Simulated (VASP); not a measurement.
# MgBe3Ge (P6/mmm) in VASP: a series of runs

Runs on MgBe3Ge. Level: PBE. Tasks: single point.

All numbers are computed with VASP 6.6.1; they aren't measurements. Logs are shortened: lines on timing, memory, paths and dates and some standing lists are left out, and cuts for length are marked.

### 1 The cell of the first run

Symmetry: P6/mmm, No. 191, hexagonal system. Conventional cell: a = 4.742 Å, b = 4.742 Å, c = 5.076 Å, α = 90.00°, β = 90.00°, γ = 120.00°. Within 3.1 Å of Mg (site symmetry 6/mmm) lie 6 Be at 2.37 Å and 2 Ge at 2.54 Å. Be (site symmetry mmm) has 2 Mg at 2.37 Å and 4 Be at 2.37 Å within 3.1 Å. Ge (site symmetry 6/mmm) has 2 Mg at 2.54 Å within 3.3 Å.

### 2 Single point, PBE

File INCAR:

```
  ALGO = Fast
  EDIFF = 1E-6
  ENCUT = 520
  GGA = PE
  ISIF = 2
  ISMEAR = 0
  LASPH = True
  LCHARG = True
  LELF = True
  LREAL = False
  LVHAR = True
  LWAVE = False
  NBANDS = 19
  NELM = 100
  PREC = Accurate
  SIGMA = 0.1
```

File KPOINTS:

```
k-points
0
Gamma
  6 6 6
```

File POSCAR:

```
MgBe3Ge
1.0
    4.7424812573      0.0000000000      0.0000000000
   -2.3712406286      4.1071092458      0.0000000000
    0.0000000000      0.0000000000      5.0759257157
Mg Be Ge
1 3 1
Direct
    0.0000000000      0.0000000000      0.0000000000
    0.5000002052      0.0000000000      0.0000000000
    0.0000000000      0.5000002052      0.0000000000
    0.4999997948      0.4999997948      0.0000000000
    0.0000000000      0.0000000000      0.5000000000
```

Potentials or basis: VASP PAW PBE potentials, release 64 (Mg, Be, Ge_d).

On the command line:

```console
$ cat potpaw_PBE.64/Mg/POTCAR potpaw_PBE.64/Be/POTCAR potpaw_PBE.64/Ge_d/POTCAR > POTCAR
$ mpirun -np 1 vasp_std > vasp.out
```

OUTCAR:

```text
EDIFF = 1E-6
   ENCUT = 520
   GGA = PE
   ISIF = 2
   ISMEAR = 0
   LASPH = True
   LREAL = False
   NELM = 100
   PREC = Accurate

 ion  position               nearest neighbor table
   1  0.000  0.000  0.000-   3 2.37   2 2.37   4 2.37   3 2.37   2 2.37   4 2.37   5 2.54   5 2.54

   2  0.500  0.000  0.000-   1 2.37   4 2.37   4 2.37   3 2.37   3 2.37   1 2.37
   3  0.000  0.500  0.000-   1 2.37   4 2.37   4 2.37   2 2.37   2 2.37   1 2.37
   4  0.500  0.500  0.000-   1 2.37   2 2.37   2 2.37   3 2.37   3 2.37   1 2.37
   5  0.000  0.000  0.500-   1 2.54   1 2.54

  LATTYP: Found a hexagonal cell.
 ALAT       =     4.7424812573
 C/A-ratio  =     1.0703101268

  Lattice vectors:

 A1 = (   4.7424812573,   0.0000000000,   0.0000000000)
 A2 = (  -2.3712406286,   4.1071092458,   0.0000000000)
 A3 = (   0.0000000000,   0.0000000000,   5.0759257157)

Analysis of symmetry for initial positions (statically):
=====================================================================
 Subroutine PRICEL returns:
 Original cell was already a primitive cell.

 Routine SETGRP: Setting up the symmetry group for a
 hexagonal supercell.

 Subroutine GETGRP returns: Found 24 space group operations
 (whereof 24 operations were pure point group operations)
 out of a pool of 24 trial point group operations.

The static configuration has the point symmetry D_6h.

Analysis of symmetry for dynamics (positions and initial velocities):
=====================================================================
 Subroutine PRICEL returns:
 Original cell was already a primitive cell.

 Routine SETGRP: Setting up the symmetry group for a
 hexagonal supercell.

 Subroutine GETGRP returns: Found 24 space group operations
 (whereof 24 operations were pure point group operations)
 out of a pool of 24 trial point group operations.

The dynamic configuration has the point symmetry D_6h.

 Subroutine INISYM returns: Found 24 space group operations
 (whereof 24 operations are pure point group operations),
 and found     1 'primitive' translations

----------------------------------------------------------------------------------------

                                     Primitive cell

  volume of cell :      98.8683

  direct lattice vectors                    reciprocal lattice vectors
     4.742481257  0.000000000  0.000000000     0.210860085  0.121740127  0.000000000
    -2.371240629  4.107109246  0.000000000     0.000000000  0.243480253  0.000000000
     0.000000000  0.000000000  5.075925716     0.000000000  0.000000000  0.197008399

  length of vectors
     4.742481257  4.742481257  5.075925716     0.243480253  0.243480253  0.197008399

  position of ions in fractional coordinates (direct lattice)
     0.000000000  0.000000000  0.000000000
     0.500000205  0.000000000  0.000000000
     0.000000000  0.500000205  0.000000000
     0.499999795  0.499999795  0.000000000
     0.000000000  0.000000000  0.500000000

  ion indices of the primitive-cell ions
   primitive index   ion index
                 1           1
                 2           2
                 3           3
                 4           4
                 5           5

----------------------------------------------------------------------------------------

 KPOINTS: k-points

Automatic generation of k-mesh.
 Grid dimensions read from file:
 generate k-points for:    6    6    6

 Generating k-lattice:

  Cartesian coordinates                     Fractional coordinates (reciprocal lattice)
     0.035143347  0.020290021  0.000000000     0.166666667 -0.000000000  0.000000000
     0.000000000  0.040580042  0.000000000     0.000000000  0.166666667  0.000000000
     0.000000000  0.000000000  0.032834733     0.000000000  0.000000000  0.166666667

  Length of vectors
     0.040580042  0.040580042  0.032834733

  Shift w.r.t. Gamma in fractional coordinates (k-lattice)
     0.000000000  0.000000000  0.000000000

 Subroutine IBZKPT returns following result:
 ===========================================

 Found     28 irreducible k-points:

 Following reciprocal coordinates:
            Coordinates               Weight
  0.000000  0.000000  0.000000      1.000000
  0.166667  0.000000  0.000000      6.000000
  0.333333  0.000000  0.000000      6.000000
  0.500000  0.000000  0.000000      3.000000
  0.166667  0.166667  0.000000      6.000000
  0.333333  0.166667  0.000000     12.000000
[... 16 lines left out ...]
  0.166667  0.000000  0.500000      6.000000
  0.333333  0.000000  0.500000      6.000000
 [... further k-points ...]
   k-points           NKPTS =     28   k-points in BZ     NKDIM =     28   number of bands    NBANDS=     19
   number of dos      NEDOS =    301   number of ions     NIONS =      5
   total plane-waves  NPLWV =  51840
   dimension x,y,z NGX =    36 NGY =   36 NGZ =   40
   dimension x,y,z NGXF=    72 NGYF=   72 NGZF=   80
   ions per type =               1   3   1
   NGX,Y,Z   is equivalent  to a cutoff of  12.62, 12.62, 13.10 a.u.
   NGXF,Y,Z  is equivalent  to a cutoff of  25.24, 25.24, 26.20 a.u.
 SYSTEM =  unknown system
   PREC   = accura    normal or accurate (medium, high low for compatibility)
   ISTART =      0    job   : 0-new  1-cont  2-samecut
   ICHARG =      2    charge: 1-file 2-atom 10-const
   ISPIN  =      1    spin polarized calculation?
   LNONCOLLINEAR =      F non collinear calculations
   LSORBIT =      F    spin-orbit coupling
   LASPH  =      T    aspherical Exc in radial PAW
   ENCUT  =  520.0 eV  38.22 Ry    6.18 a.u.   8.82  8.82  9.44*2*pi/ulx,y,z
   NELM   =    100;   NELMIN=  2; NELMDL= -5     # of ELM steps
   EDIFF  = 0.1E-05   stopping-criterion for ELM
   LREAL  =      F    real-space projection
   EDIFFG = 0.1E-04   stopping-criterion for IOM
   NSW    =      0    number of steps for IOM
   IBRION =     -1    ionic relax: 0-MD 1-quasi-New 2-CG
   NFREE  =      0    steps in history (QN), initial steepest desc. (CG)
   ISIF   =      2    stress and relaxation
   ISYM   =      2    0-nonsym 1-usesym 2-fastsym
   POTIM  = 0.5000    time-step for ionic-motion
   TEBEG  =    0.0;   TEEND  =   0.0 temperature during run
   PSTRESS=    0.0 pullay stress
   NELECT =      22.0000    total number of electrons
   NUPDOWN=      -1.0000    fix difference up-down
   EMIN   =  10.00;   EMAX   =-10.00  energy-range for DOS
   EFERMI =   0.00;   METHOD = LEGACY
   ISMEAR =     0;   SIGMA  =   0.10  broadening in eV -4-tet -1-fermi 0-gaus
   EFERMI_NEDOS =   21; number of points for ismear=-14 and -15
   IALGO  =     68    algorithm
   IMIX   =      4    mixing-type and parameters
     AMIX     =   0.40;   BMIX     =  1.00
     AMIX_MAG =   1.60;   BMIX_MAG =  1.00
  volume/ion in A,a.u.               =      19.77       133.44
  Fermi-wavevector in a.u.,A,eV,Ry     =   0.992042  1.874687 13.390134  0.984147
  Thomas-Fermi vector in A             =   2.123826
   LORBIT       =      0    0 simple, 1 ext, 2 COOP (PROOUT), +10 PAW based schemes
   GGA     = PE    functional components
   LHFCALC =     F    Hartree Fock is set to
   AEXX    =    0.0000 exact exchange contribution
   IVDW    =     0    specifies the selected vdW correction
   LEPSILON=     F    determine dielectric tensor
   LRPA    =     F    only Hartree local field effects (RPA)
 non-spin polarized calculation
 RMM-DIIS sequential band-by-band and
 Gauss-broadening in eV      SIGMA  =   0.10
  energy-cutoff  :      520.00
  volume of cell :       98.87
 maximum number of plane-waves:      2695
 NGX is ok and might be reduce to    36
   NGX = 17   NGY = 17   NGZ = 19

 number of electron      22.0000008 magnetization

 Free energy of the ion-electron system (eV)
  ---------------------------------------------------
  ext. energy  EPLUGINS =         0.00000000
  ---------------------------------------------------
  free energy    TOTEN  =       -12.35537700 eV

  energy without entropy =      -12.33986358  energy(sigma->0) =      -12.34762029

 E-fermi :   1.7090     XC(G=0):  -8.3629

 val. band max:        1.6932197484   @ k =   0.1667   0.1667   0.5000
 cond. band min:       1.7113096592   @ k =   0.3333   0.3333   0.1667
 fundamental gap:      0.0180899107
 Fermi energy:         1.7090057041

 k-point     1 :       0.0000    0.0000    0.0000
  band No.  band energies     occupation
      1     -22.9462      2.00000
      2     -22.9462      2.00000
      3     -22.9321      2.00000
      4     -22.9153      2.00000
      5     -22.9153      2.00000
      6      -6.9892      2.00000
[... 11 lines left out ...]
     18       7.8303      0.00000
     19       7.8303      0.00000

 k-point     2 :       0.1667    0.0000    0.0000
  band No.  band energies     occupation
      1     -22.9462      2.00000
      2     -22.9461      2.00000
      3     -22.9320      2.00000
      4     -22.9154      2.00000
      5     -22.9153      2.00000
      6      -6.8693      2.00000
[... 11 lines left out ...]
     18       6.8534      0.00000
     19       7.1265      0.00000

 k-point     3 :       0.3333    0.0000    0.0000
  band No.  band energies     occupation
      1     -22.9462      2.00000
      2     -22.9458      2.00000
      3     -22.9319      2.00000
      4     -22.9155      2.00000
      5     -22.9154      2.00000
      6      -6.5878      2.00000
[... 11 lines left out ...]
     18       6.4757      0.00000
     19       8.4792      0.00000

 k-point     4 :       0.5000    0.0000    0.0000
  band No.  band energies     occupation
      1     -22.9462      2.00000
      2     -22.9457      2.00000
      3     -22.9318      2.00000
      4     -22.9155      2.00000
      5     -22.9154      2.00000
      6      -6.4160      2.00000
[... 11 lines left out ...]
     18       7.6397      0.00000
     19       8.2068      0.00000

 k-point     5 :       0.1667    0.1667    0.0000
  band No.  band energies     occupation
      1     -22.9462      2.00000
      2     -22.9459      2.00000
      3     -22.9319      2.00000
      4     -22.9154      2.00000
      5     -22.9154      2.00000
      6      -6.6658      2.00000
[... 11 lines left out ...]
     18       7.5399      0.00000
     19       7.6779      0.00000

 k-point     6 :       0.3333    0.1667    0.0000
  band No.  band energies     occupation
      1     -22.9461      2.00000
      2     -22.9458      2.00000
      3     -22.9318      2.00000
      4     -22.9155      2.00000
      5     -22.9154      2.00000
      6      -6.4222      2.00000
[... 11 lines left out ...]
     18       8.1027      0.00000
     19       9.0352      0.00000

 k-point     7 :       0.3333    0.3333    0.0000
  band No.  band energies     occupation
      1     -22.9459      2.00000
      2     -22.9459      2.00000
      3     -22.9318      2.00000
      4     -22.9155      2.00000
      5     -22.9155      2.00000
      6      -6.3344      2.00000
[... 11 lines left out ...]
     18       8.6774      0.00000
     19      10.1074      0.00000

 k-point     8 :       0.0000    0.0000    0.1667
  band No.  band energies     occupation
      1     -22.9462      2.00000
      2     -22.9462      2.00000
      3     -22.9316      2.00000
      4     -22.9153      2.00000
      5     -22.9153      2.00000
      6      -6.8695      2.00000
[... 256 lines left out ...]
 k-point    20 :       0.3333    0.1667    0.3333
  band No.  band energies     occupation
      1     -22.9461      2.00000
      2     -22.9458      2.00000
      3     -22.9305      2.00000
      4     -22.9155      2.00000
      5     -22.9154      2.00000
      6      -6.0917      2.00000
[... 11 lines left out ...]
     18       8.5360      0.00000
     19       9.1856      0.00000

 k-point    21 :       0.3333    0.3333    0.3333
  band No.  band energies     occupation
      1     -22.9459      2.00000
      2     -22.9459      2.00000
      3     -22.9305      2.00000
      4     -22.9154      2.00000
      5     -22.9154      2.00000
      6      -6.0257      2.00000
[... 11 lines left out ...]
     18       8.9088      0.00000
     19       9.7146      0.00000

 k-point    22 :       0.0000    0.0000    0.5000
  band No.  band energies     occupation
      1     -22.9462      2.00000
      2     -22.9462      2.00000
      3     -22.9303      2.00000
      4     -22.9153      2.00000
      5     -22.9153      2.00000
      6      -6.3091      2.00000
[... 11 lines left out ...]
     18       6.6387      0.00000
     19       8.0527      0.00000

 k-point    23 :       0.1667    0.0000    0.5000
  band No.  band energies     occupation
      1     -22.9462      2.00000
      2     -22.9461      2.00000
      3     -22.9303      2.00000
      4     -22.9153      2.00000
      5     -22.9153      2.00000
      6      -6.2256      2.00000
[... 11 lines left out ...]
     18       7.1524      0.00000
     19       8.4917      0.00000

 k-point    24 :       0.3333    0.0000    0.5000
  band No.  band energies     occupation
      1     -22.9462      2.00000
      2     -22.9458      2.00000
      3     -22.9302      2.00000
      4     -22.9154      2.00000
      5     -22.9153      2.00000
      6      -6.0428      2.00000
[... 11 lines left out ...]
     18       8.1579      0.00000
     19       9.0731      0.00000

 [... further k-points ...]

------------------------ aborting loop because EDIFF is reached ----------------------------------------

  FORCE on cell =-STRESS in cart. coord.  units (eV):
  Direction    XX          YY          ZZ          XY          YZ          ZX
  --------------------------------------------------------------------------------------
  -------------------------------------------------------------------------------------
  Total        0.0548209      0.0548209     -0.0362034      0.0000000     -0.0000000     -0.0000000
  in kB        0.8883825      0.8883825     -0.5866815      0.0000000     -0.0000000     -0.0000000
  external PRESSURE =       0.3966945 kB  Pullay stress =       0.0000000 kB

 VOLUME and BASIS-vectors are now :
 -----------------------------------------------------------------------------
  energy-cutoff  :      520.00
  volume of cell :       98.87
      direct lattice vectors                 reciprocal lattice vectors
     4.742481257  0.000000000  0.000000000     0.210860085  0.121740127  0.000000000
    -2.371240629  4.107109246  0.000000000     0.000000000  0.243480253  0.000000000
     0.000000000  0.000000000  5.075925716     0.000000000  0.000000000  0.197008399

 POSITION                                       TOTAL-FORCE (eV/Angst)
 -----------------------------------------------------------------------------------
      0.00000      0.00000      0.00000        -0.000000      0.000000      0.000000
      2.37124      0.00000      0.00000         0.000000      0.000000      0.000000
     -1.18562      2.05356      0.00000        -0.000000      0.000000      0.000000
      1.18562      2.05355      0.00000        -0.000000      0.000000      0.000000
      0.00000      0.00000      2.53796        -0.000000      0.000000      0.000000
 -----------------------------------------------------------------------------------
    total drift:                                0.000000      0.000000     -0.000000

  FREE ENERGIE OF THE ION-ELECTRON SYSTEM (eV)
  ---------------------------------------------------
  free  energy   TOTEN  =       -12.3553770016 eV

  energy  without entropy=      -12.3398635847  energy(sigma->0) =      -12.34762029
```

Run time: 39 s. Hardware: 1 thread of Intel Xeon Platinum 8375C at 2.90GHz (Ice Lake), shared host; peak memory 0.24 GiB.

What came out:

```
Free energy            : -12.3554 eV
Pressure               : 0.0 GPa
Band gap on the k mesh : zero (band 11 reaches 2.42 eV, above the bottom of band 12 at 1.71 eV)
```

Stress tensor (GPa, compression positive):
```
 0.09  0.00  0.00
 0.00  0.09  0.00
 0.00  0.00 -0.06
```

### 3 Single point, PBE

This run uses another cell than the first one, of 19.72 Å³/atom, 0.997 times its volume.

File INCAR:

```
SYSTEM = MgBe3Ge
  PREC = Accurate
  ENCUT = 520
  EDIFF = 1E-6
  ISMEAR = 0
  SIGMA = 0.1
  LREAL = .FALSE.
  LASPH = .TRUE.
  NELM = 60
  ALGO = Fast
  ISIF = 2
  LWAVE = .FALSE.
  LCHARG = .FALSE.
  GGA = PE
  NBANDS = 19
```

File KPOINTS:

```
Automatic mesh
0
G
  12 12 8
  0 0 0
```

File POSCAR:

```
MgBe3Ge
1.0
    4.7452521070      0.0000000000      0.0000000000
   -2.3726260535      4.1095088721      0.0000000000
    0.0000000000      0.0000000000      5.0565835240
Mg Be Ge
1 3 1
Direct
    0.0000000000      0.0000000000      0.0000000000
    0.5000000000      0.0000000000      0.0000000000
    0.0000000000      0.5000000000      0.0000000000
    0.5000000000      0.5000000000      0.0000000000
    0.0000000000      0.0000000000      0.5000000000
```

Potentials or basis: VASP PAW PBE potentials, release 64 (Mg, Be, Ge_d).

On the command line:

```console
$ cat potpaw_PBE.64/Mg/POTCAR potpaw_PBE.64/Be/POTCAR potpaw_PBE.64/Ge_d/POTCAR > POTCAR
$ mpirun -np 1 vasp_std > vasp.out
```

Wall time 1.8 min (1 thread of Intel Xeon Platinum 8375C at 2.90GHz (Ice Lake), shared host); peak memory 0.36 GiB.

It converged, with:

| Item | Value |
| --- | --- |
| Free energy | -12.3962 eV |
| Pressure | 0.1 GPa |
| Band gap on the k mesh | zero (band 11 reaches 2.44 eV, above the bottom of band 12 at 1.60 eV) |

Stress tensor (GPa, compression positive):
```
0.10 0.00 0.00
0.00 0.10 0.00
0.00 0.00 0.01
```

Levels at points of the mesh, in eV from the Fermi level:
```tsv
k point	band 8	band 9	band 10	band 11	band 12	band 13	band 14	band 15
(0.00, 0.00, 0.00)	-2.55	-1.30	-1.30	-1.09	2.31	2.31	2.77	2.77
(0.50, 0.00, 0.00)	-3.31	-1.79	-1.51	-1.06	0.79	0.91	2.63	4.15
(0.00, 0.00, 0.50)	-1.03	-0.63	-0.63	0.53	0.70	0.94	0.94	2.67
(0.50, 0.00, 0.50)	-4.44	-1.94	-1.70	-1.00	0.23	2.25	2.47	4.37
```
